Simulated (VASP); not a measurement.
# Sb (P6_3/mmc) in VASP: settings compared

Sb is run at these levels: HSE06, r2SCAN; tasks: single point.

Program: VASP 6.6.1. These are calculated values, not measurements. Logs are shortened: lines on timing, memory, paths and dates and some standing lists are left out, and cuts for length are marked.

### Step 1. The cell of the first run

The structure is hexagonal, space group P6_3/mmc (No. 194). Conventional cell: a = 3.309 Å, b = 3.309 Å, c = 5.396 Å, α = 90.00°, β = 90.00°, γ = 120.00°. Sb (site symmetry -6m2) has 12 Sb at 3.31 Å within 4.3 Å.

This isn't the form of Sb at room conditions, which is rhombohedral.

### Step 2. Single point, HSE06

File POSCAR:

```
Sb
1.0
    3.3091953418      0.0000000000      0.0000000000
   -1.6545976709      2.8658472321      0.0000000000
    0.0000000000      0.0000000000      5.3962304974
Sb
2
Direct
    0.6666666667      0.3333333333      0.7500000000
    0.3333333333      0.6666666667      0.2500000000
```

File INCAR.step1:

```
PREC = Accurate
ENCUT = 520
EDIFF = 1E-5
ISMEAR = -1
SIGMA = 0.05
LREAL = F
LASPH = T
NELM = 60
ALGO = Normal
ISIF = 2
LWAVE = T
NBANDS = 12
GGA = PE
```

File INCAR.step2:

```
PREC = Accurate
ENCUT = 520
EDIFF = 1E-7
ISMEAR = -1
SIGMA = 0.05
LREAL = F
LASPH = T
NELM = 60
ALGO = Normal
ISIF = 2
LWAVE = F
LCHARG = T
GGA = PE
LHFCALC = T
HFSCREEN = 0.2079
PRECFOCK = Normal
LELF = T
LVHAR = T
NBANDS = 12
ISTART = 1
```

File KPOINTS:

```
regular mesh
0
Gamma
  6 6 4
```

Potentials or basis: VASP PAW PBE potentials, release 64 (Sb).

Launch:

```bash
$ cat potpaw_PBE.64/Sb/POTCAR > POTCAR
$ cp INCAR.step1 INCAR
$ mpirun -np 1 vasp_std > vasp.out
$ cp INCAR.step2 INCAR
$ mpirun -np 1 vasp_std > vasp.out
```

OUTCAR:

```text
PREC = Accurate
   ENCUT = 520
   EDIFF = 1E-7
   ISMEAR = -1
   LREAL = F
   LASPH = T
   NELM = 60
   ISIF = 2
   GGA = PE
   LHFCALC = T
   HFSCREEN = 0.2079
   PRECFOCK = Normal
   ISTART = 1

 ion  position               nearest neighbor table
   1  0.667  0.333  0.750-   2 3.31   2 3.31   2 3.31   2 3.31   2 3.31   2 3.31
   2  0.333  0.667  0.250-   1 3.31   1 3.31   1 3.31   1 3.31   1 3.31   1 3.31

  LATTYP: Found a hexagonal cell.
 ALAT       =     3.3091953418
 C/A-ratio  =     1.6306775334

  Lattice vectors:

 A1 = (   3.3091953418,   0.0000000000,   0.0000000000)
 A2 = (  -1.6545976709,   2.8658472321,   0.0000000000)
 A3 = (   0.0000000000,   0.0000000000,   5.3962304974)

Analysis of symmetry for initial positions (statically):
=====================================================================
 Subroutine PRICEL returns:
 Original cell was already a primitive cell.

 Routine SETGRP: Setting up the symmetry group for a
 hexagonal supercell.

 Subroutine GETGRP returns: Found 24 space group operations
 (whereof 12 operations were pure point group operations)
 out of a pool of 24 trial point group operations.

The static configuration has the point symmetry D_3d.
 The point group associated with its full space group is D_6h.

Analysis of symmetry for dynamics (positions and initial velocities):
=====================================================================
 Subroutine PRICEL returns:
 Original cell was already a primitive cell.

 Routine SETGRP: Setting up the symmetry group for a
 hexagonal supercell.

 Subroutine GETGRP returns: Found 24 space group operations
 (whereof 12 operations were pure point group operations)
 out of a pool of 24 trial point group operations.

The dynamic configuration has the point symmetry D_3d.
 The point group associated with its full space group is D_6h.

 Subroutine INISYM returns: Found 24 space group operations
 (whereof 12 operations are pure point group operations),
 and found     1 'primitive' translations

----------------------------------------------------------------------------------------

                                     Primitive cell

  volume of cell :      51.1760

  direct lattice vectors                    reciprocal lattice vectors
     3.309195342  0.000000000  0.000000000     0.302188265  0.174468476  0.000000000
    -1.654597671  2.865847232  0.000000000     0.000000000  0.348936953  0.000000000
     0.000000000  0.000000000  5.396230497     0.000000000  0.000000000  0.185314545

  length of vectors
     3.309195342  3.309195342  5.396230497     0.348936953  0.348936953  0.185314545

  position of ions in fractional coordinates (direct lattice)
     0.666666667  0.333333333  0.750000000
     0.333333333  0.666666667  0.250000000

  ion indices of the primitive-cell ions
   primitive index   ion index
                 1           1
                 2           2

----------------------------------------------------------------------------------------

 KPOINTS: regular mesh

Automatic generation of k-mesh.
 Grid dimensions read from file:
 generate k-points for:    6    6    4

 Generating k-lattice:

  Cartesian coordinates                     Fractional coordinates (reciprocal lattice)
     0.050364711  0.029078079  0.000000000     0.166666667  0.000000000  0.000000000
     0.000000000  0.058156159  0.000000000     0.000000000  0.166666667  0.000000000
     0.000000000  0.000000000  0.046328636     0.000000000  0.000000000  0.250000000

  Length of vectors
     0.058156159  0.058156159  0.046328636

  Shift w.r.t. Gamma in fractional coordinates (k-lattice)
     0.000000000  0.000000000  0.000000000

 Subroutine IBZKPT returns following result:
 ===========================================

 Found     21 irreducible k-points:

 Following reciprocal coordinates:
            Coordinates               Weight
  0.000000  0.000000  0.000000      1.000000
  0.166667  0.000000  0.000000      6.000000
  0.333333  0.000000  0.000000      6.000000
  0.500000  0.000000  0.000000      3.000000
  0.166667  0.166667  0.000000      6.000000
  0.333333  0.166667  0.000000     12.000000
[... 13 lines left out ...]
  0.333333  0.166667  0.500000     12.000000
  0.333333  0.333333  0.500000      2.000000
   k-points           NKPTS =     21   k-points in BZ     NKDIM =    144   number of bands    NBANDS=     12
   number of dos      NEDOS =    301   number of ions     NIONS =      2
   total plane-waves  NPLWV =  31360
   dimension x,y,z NGX =    28 NGY =   28 NGZ =   40
   dimension x,y,z NGXF=    56 NGYF=   56 NGZF=   80
   ions per type =               2
   NGX,Y,Z   is equivalent  to a cutoff of  14.07, 14.07, 12.32 a.u.
   NGXF,Y,Z  is equivalent  to a cutoff of  28.13, 28.13, 24.65 a.u.
 SYSTEM =  unknown system
   PREC   = accura    normal or accurate (medium, high low for compatibility)
   ISTART =      1    job   : 0-new  1-cont  2-samecut
   ICHARG =      0    charge: 1-file 2-atom 10-const
   ISPIN  =      1    spin polarized calculation?
   LNONCOLLINEAR =      F non collinear calculations
   LSORBIT =      F    spin-orbit coupling
   LASPH  =      T    aspherical Exc in radial PAW
   ENCUT  =  520.0 eV  38.22 Ry    6.18 a.u.   6.15  6.15 10.03*2*pi/ulx,y,z
   NELM   =     60;   NELMIN=  2; NELMDL=  0     # of ELM steps
   EDIFF  = 0.1E-06   stopping-criterion for ELM
   LREAL  =      F    real-space projection
   EDIFFG = 0.1E-05   stopping-criterion for IOM
   NSW    =      0    number of steps for IOM
   IBRION =     -1    ionic relax: 0-MD 1-quasi-New 2-CG
   NFREE  =      0    steps in history (QN), initial steepest desc. (CG)
   ISIF   =      2    stress and relaxation
   ISYM   =      3    0-nonsym 1-usesym 2-fastsym
   POTIM  = 0.5000    time-step for ionic-motion
   TEBEG  =    0.0;   TEEND  =   0.0 temperature during run
   PSTRESS=    0.0 pullay stress
   NELECT =      10.0000    total number of electrons
   NUPDOWN=      -1.0000    fix difference up-down
   EMIN   =  10.00;   EMAX   =-10.00  energy-range for DOS
   EFERMI =   0.00;   METHOD = LEGACY
   ISMEAR =    -1;   SIGMA  =   0.05  broadening in eV -4-tet -1-fermi 0-gaus
   EFERMI_NEDOS =   21; number of points for ismear=-14 and -15
   IALGO  =     38    algorithm
   IMIX   =      1    mixing-type and parameters
     AMIX     =   0.40;   BMIX     =  1.00
     AMIX_MAG =   1.60;   BMIX_MAG =  1.00
  volume/ion in A,a.u.               =      25.59       172.68
  Fermi-wavevector in a.u.,A,eV,Ry     =   0.949991  1.795223 12.279027  0.902483
  Thomas-Fermi vector in A             =   2.078326
   LORBIT       =      0    0 simple, 1 ext, 2 COOP (PROOUT), +10 PAW based schemes
   GGA     = PE    functional components
   LHFCALC =     T    Hartree Fock is set to
   PRECFOCK=normal    Normal, Fast or Accurate (Low or Medium for compatibility)
   ENCUT4O =  -1.0   cutoff for four orbital integrals eV
   NKREDX  =     1    reduce k-point grid by
   NKREDY  =     1    reduce k-point grid by
   NKREDZ  =     1    reduce k-point grid by
   AEXX    =    0.2500 exact exchange contribution
   HFSCREEN=    0.2079 screening length (either q_TF or 0.3 A-1)
   HFSCREENC=   0.2079 screening length for correlation (either q_TF or 0.3 A-1)
   ENCUTFOCK=  -1.0 apply spherical cutoff to Coloumb kernel
   IVDW    =     0    specifies the selected vdW correction
   LEPSILON=     F    determine dielectric tensor
   LRPA    =     F    only Hartree local field effects (RPA)
 non-spin polarized calculation
  energy-cutoff  :      520.00
  volume of cell :       51.18
 maximum number of plane-waves:      1398
 NGX is ok and might be reduce to    28
  NGX = 20; NGY = 20; NGZ = 32

 number of electron       9.9999999 magnetization

 Free energy of the ion-electron system (eV)
  ---------------------------------------------------
  ext. energy  EPLUGINS =         0.00000000
  ---------------------------------------------------
  free energy    TOTEN  =        -9.51492201 eV

  energy without entropy =       -9.51223783  energy(sigma->0) =       -9.51357992

 E-fermi :   9.2504     XC(G=0):  -8.6690

 val. band max:        8.8679623042   @ k =   0.5000   0.0000   0.0000
 cond. band min:       9.3796682082   @ k =   0.1667   0.1667   0.5000
 fundamental gap:      0.5117059040
 Fermi energy:         9.2503941149

 k-point     1 :       0.0000    0.0000    0.0000
  band No.  band energies     occupation
      1      -5.7959      2.00000
      2      -1.2573      2.00000
      3       2.0637      2.00000
      4      13.4141      0.00000
      5      13.4141      0.00000
      6      15.2771      0.00000
      7      15.2771      0.00000
      8      15.6026      0.00000
      9      17.6614      0.00000
     10      18.7881      0.00000
     11      19.9378      0.00000
     12      19.9378      0.00000

 k-point     2 :       0.1667    0.0000    0.0000
  band No.  band energies     occupation
      1      -5.2331      2.00000
      2      -0.7521      2.00000
      3       2.6696      2.00000
      4       9.4349      0.04875
      5      11.8390      0.00000
      6      12.7949      0.00000
      7      14.7647      0.00000
      8      15.2256      0.00000
      9      16.4267      0.00000
     10      18.9351      0.00000
     11      19.7748      0.00000
     12      20.4375      0.00000

 k-point     3 :       0.3333    0.0000    0.0000
  band No.  band energies     occupation
      1      -3.5705      2.00000
      2       0.5068      2.00000
      3       4.4103      2.00000
      4       4.7691      2.00000
      5       8.5158      2.00000
      6      10.1702      0.00000
      7      11.5300      0.00000
      8      14.0382      0.00000
      9      14.4575      0.00000
     10      17.8340      0.00000
     11      18.8845      0.00000
     12      19.3293      0.00000

 k-point     4 :       0.5000    0.0000    0.0000
  band No.  band energies     occupation
      1      -1.5328      2.00000
      2      -0.0579      2.00000
      3       4.1033      2.00000
      4       5.4329      2.00000
      5       6.3089      2.00000
      6       8.8680      1.99905
      7       9.5595      0.00412
      8      13.4966      0.00000
      9      13.8729      0.00000
     10      17.4664      0.00000
     11      18.5172      0.00000
     12      18.9324      0.00000

 k-point     5 :       0.1667    0.1667    0.0000
  band No.  band energies     occupation
      1      -4.1171      2.00000
      2       0.1738      2.00000
      3       3.8504      2.00000
      4       6.7857      2.00000
      5       7.9220      2.00000
      6      11.3330      0.00000
      7      12.3447      0.00000
      8      12.8621      0.00000
      9      16.4689      0.00000
     10      18.0407      0.00000
     11      18.7283      0.00000
     12      19.7415      0.00000
[... 183 lines left out ...]
      1      -0.4416      2.00000
      2      -0.4416      2.00000
      3       2.6753      2.00000
      4       2.6753      2.00000
      5      11.0257      0.00000
      6      11.0257      0.00000
      7      11.2771      0.00000
      8      11.2771      0.00000
      9      15.4271      0.00000
     10      15.4271      0.00000
     11      16.1642      0.00000
     12      16.1642      0.00000

 k-point    19 :       0.1667    0.1667    0.5000
  band No.  band energies     occupation
      1      -2.7175      2.00000
      2      -2.7175      2.00000
      3       7.3327      2.00000
      4       7.3327      2.00000
      5       9.3797      0.14016
      6       9.3797      0.14016
      7      10.8030      0.00000
      8      10.8030      0.00000
      9      18.2570      0.00000
     10      18.2570      0.00000
     11      20.0410      0.00000
     12      20.0410      0.00000

 k-point    20 :       0.3333    0.1667    0.5000
  band No.  band energies     occupation
      1      -0.7476      2.00000
      2      -0.7476      2.00000
      3       3.9709      2.00000
      4       3.9709      2.00000
      5       7.8949      2.00000
      6       7.8949      2.00000
      7      11.8769      0.00000
      8      11.8769      0.00000
      9      16.9823      0.00000
     10      16.9823      0.00000
     11      18.6113      0.00000
     12      18.6113      0.00000

 k-point    21 :       0.3333    0.3333    0.5000
  band No.  band energies     occupation
      1       0.3996      2.00000
      2       0.3996      2.00000
      3       3.9440      2.00000
      4       3.9440      2.00000
      5       5.1573      2.00000
      6       5.1573      2.00000
      7      12.7236      0.00000
      8      12.7236      0.00000
      9      17.2564      0.00000
     10      17.2564      0.00000
     11      17.7277      0.00000
     12      17.7277      0.00000

------------------------ aborting loop because EDIFF is reached ----------------------------------------

  FORCE on cell =-STRESS in cart. coord.  units (eV):
  Direction    XX          YY          ZZ          XY          YZ          ZX
  --------------------------------------------------------------------------------------
  -------------------------------------------------------------------------------------
  Total       -0.3088968     -0.3088968      1.9603190      0.0000000     -0.0000000      0.0000000
  in kB       -9.6707031     -9.6707031     61.3721577      0.0000000     -0.0000000      0.0000000
  external PRESSURE =      14.0102505 kB  Pullay stress =       0.0000000 kB

 VOLUME and BASIS-vectors are now :
 -----------------------------------------------------------------------------
  energy-cutoff  :      520.00
  volume of cell :       51.18
      direct lattice vectors                 reciprocal lattice vectors
     3.309195342  0.000000000  0.000000000     0.302188265  0.174468476  0.000000000
    -1.654597671  2.865847232  0.000000000     0.000000000  0.348936953  0.000000000
     0.000000000  0.000000000  5.396230497     0.000000000  0.000000000  0.185314545

 POSITION                                       TOTAL-FORCE (eV/Angst)
 -----------------------------------------------------------------------------------
      1.65460      0.95528      4.04717         0.000000     -0.000000      0.000000
     -0.00000      1.91056      1.34906        -0.000000      0.000000     -0.000000
 -----------------------------------------------------------------------------------
    total drift:                               -0.000000     -0.000000     -0.000000

  FREE ENERGIE OF THE ION-ELECTRON SYSTEM (eV)
  ---------------------------------------------------
  free  energy   TOTEN  =        -9.5149220133 eV

  energy  without entropy=       -9.5122378330  energy(sigma->0) =       -9.51357992
```

Wall time 41 min (1 thread of Intel Xeon Platinum 8259CL at 2.50GHz (Skylake/Cascade Lake), shared host); peak memory 0.29 GiB.

Results:

| Item | Value |
| --- | --- |
| Free energy | -9.5149 eV |
| Pressure | 1.4 GPa |
| Band gap on the k mesh | zero (bands 5 and 6 overlap by 9.20 eV) |

Levels at points of the mesh, in eV from the Fermi level:
```
           k point  band 3  band 4  band 5  band 6  band 7  band 8
(0.00, 0.00, 0.00)   -7.19    4.16    4.16    6.03    6.03    6.35
(0.50, 0.00, 0.00)   -5.15   -3.82   -2.94   -0.38    0.31    4.25
(0.00, 0.00, 0.50)   -1.07   -1.07    5.11    5.11    5.11    5.11
(0.50, 0.00, 0.50)   -6.58   -6.58    1.78    1.78    2.03    2.03
```

Caveat: the k points lie up to 0.37 Å⁻¹ apart, too coarse for converged energies and pressures of a metal; the PAW data sets were made with another functional, which shifts forces and pressure a little; spin-orbit coupling is left out, which moves the levels of the heavy elements.

### Step 3. Single point, r2SCAN

This run uses another cell than the first one, of 27.19 Å³/atom.

File POSCAR:

```
Sb
1.0
    3.3767485125      0.0000000000      0.0000000000
   -1.6883742563      2.9243499940      0.0000000000
    0.0000000000      0.0000000000      5.5063879352
Sb
2
Direct
    0.6666666667      0.3333333333      0.7500000000
    0.3333333333      0.6666666667      0.2500000000
```

File INCAR.step1:

```
PREC = Accurate ; ENCUT = 520
ISMEAR = -1 ; SIGMA = 0.05
LREAL = False ; LASPH = True
NELM = 100 ; NBANDS = 12
GGA = PE ; ALGO = Normal
EDIFF = 1E-4 ; LWAVE = True
LCHARG = False
```

File INCAR.step2:

```
PREC = Accurate ; ENCUT = 520
EDIFF = 1E-6 ; ISMEAR = -1
SIGMA = 0.05 ; LREAL = False
LASPH = True ; NELM = 100
ALGO = Normal ; ISIF = 2
LWAVE = False ; LCHARG = False
METAGGA = R2SCAN ; LMIXTAU = True
NBANDS = 12 ; ISTART = 1
```

File KPOINTS:

```
Automatic mesh
0
Gamma
  9 9 5
```

Potentials or basis: VASP PAW PBE potentials, release 64 (Sb).

Launch:

```bash
$ cat potpaw_PBE.64/Sb/POTCAR > POTCAR
$ cp INCAR.step1 INCAR
$ mpirun -np 1 vasp_std > vasp.out
$ cp INCAR.step2 INCAR
$ mpirun -np 1 vasp_std > vasp.out
```

Run time: 45 s. Hardware: 1 thread of Intel Xeon 6975P-C (Granite Rapids), shared host; peak memory 0.18 GiB.

Results (log left out):

- Free energy: -50.5678 eV
- Pressure: -0.6 GPa
- Band gap on the k mesh: zero (bands 5 and 6 overlap by 7.12 eV)

Levels at points of the mesh, in eV from the Fermi level:
```
           k point  band 1  band 2  band 3  band 4  band 5  band 6  band 7  band 8  band 9  band 10
(0.00, 0.00, 0.00)  -13.41   -9.43   -5.99    3.77    3.77    5.51    5.51    5.75    8.32     9.56
```

Caveat: the PAW data sets were made with another functional, which shifts forces and pressure a little; spin-orbit coupling is left out, which moves the levels of the heavy elements.

### Step 4. Single point, r2SCAN

This run uses another cell than the first one, of 27.72 Å³/atom.

File POSCAR:

```
Sb
1.0
    3.3986760653      0.0000000000      0.0000000000
   -1.6993380327      2.9433398118      0.0000000000
    0.0000000000      0.0000000000      5.5421447030
Sb
2
Direct
    0.6666666667      0.3333333333      0.7500000000
    0.3333333333      0.6666666667      0.2500000000
```

File INCAR.step1:

```
PREC = Accurate
ENCUT = 520
ISMEAR = -1
SIGMA = 0.05
LREAL = F
LASPH = T
NELM = 60
NBANDS = 12
GGA = PE
ALGO = Normal
EDIFF = 1E-4
LWAVE = T
LCHARG = F
```

File INCAR.step2:

```
PREC = Accurate
ENCUT = 520
EDIFF = 1E-7
ISMEAR = -1
SIGMA = 0.05
LREAL = F
LASPH = T
NELM = 60
ALGO = Normal
ISIF = 2
LWAVE = F
LCHARG = F
METAGGA = R2SCAN
LMIXTAU = T
NBANDS = 12
ISTART = 1
```

File KPOINTS:

```
regular mesh
0
Gamma
  9 9 5
```

Launch:

```bash
$ cat potpaw_PBE.64/Sb/POTCAR > POTCAR
$ cp INCAR.step1 INCAR
$ mpirun -np 1 vasp_std > vasp.out
$ cp INCAR.step2 INCAR
$ mpirun -np 1 vasp_std > vasp.out
```

Run time: 45 s. Hardware: 1 thread of Intel Xeon 6975P-C (Granite Rapids), shared host; peak memory 0.19 GiB.

Results (log left out):

```
Free energy            : -50.5599 eV
Pressure               : -1.7 GPa
Band gap on the k mesh : zero (bands 5 and 6 overlap by 6.94 eV)
```

Stress tensor (GPa, compression positive):
```
-1.66  0.00  0.00
 0.00 -1.66  0.00
 0.00  0.00 -1.84
```

Levels at points of the mesh, in eV from the Fermi level:
```
           k point  band 1  band 2  band 3  band 4  band 5  band 6  band 7  band 8  band 9  band 10
(0.00, 0.00, 0.00)  -13.25   -9.38   -5.86    3.68    3.68    5.37    5.37    5.60    8.23     9.53
```

Caveat: the PAW data sets were made with another functional, which shifts forces and pressure a little; spin-orbit coupling is left out, which moves the levels of the heavy elements.

### Step 5. Summary

| level | cell | k mesh | grid for exact exchange (PRECFOCK) | share of exact exchange | screening parameter | gap on the mesh (eV) | pressure (GPa) |
| --- | --- | --- | --- | --- | --- | --- | --- |
| HSE06 | a = 3.309, b = 3.309, c = 5.396 Å, angles 90.0, 90.0, 120.0°, 2 atoms | 6 × 6 × 4 | Normal | 0.25 | 0.2079 1/Å | none | 1.4 |
| r2SCAN | a = 3.377, b = 3.377, c = 5.506 Å, angles 90.0, 90.0, 120.0°, 2 atoms | 9 × 9 × 5 | - | - | - | none | -0.6 |
| r2SCAN | a = 3.399, b = 3.399, c = 5.542 Å, angles 90.0, 90.0, 120.0°, 2 atoms | 9 × 9 × 5 | - | - | - | none | -1.7 |

Alike in all rows: task single point; potentials or basis VASP PAW PBE potentials, release 64 (Sb); no spin polarisation; cutoff (eV) 520; smearing fermi-dirac 0.05 eV.

Caveats: some runs use coarse meshes; the PAW data sets were made with another functional, which shifts forces and pressure a little; spin-orbit coupling is left out, which moves the levels of the heavy elements.

Total energies depend on the potentials used, so only differences within one code and one set of settings carry meaning.
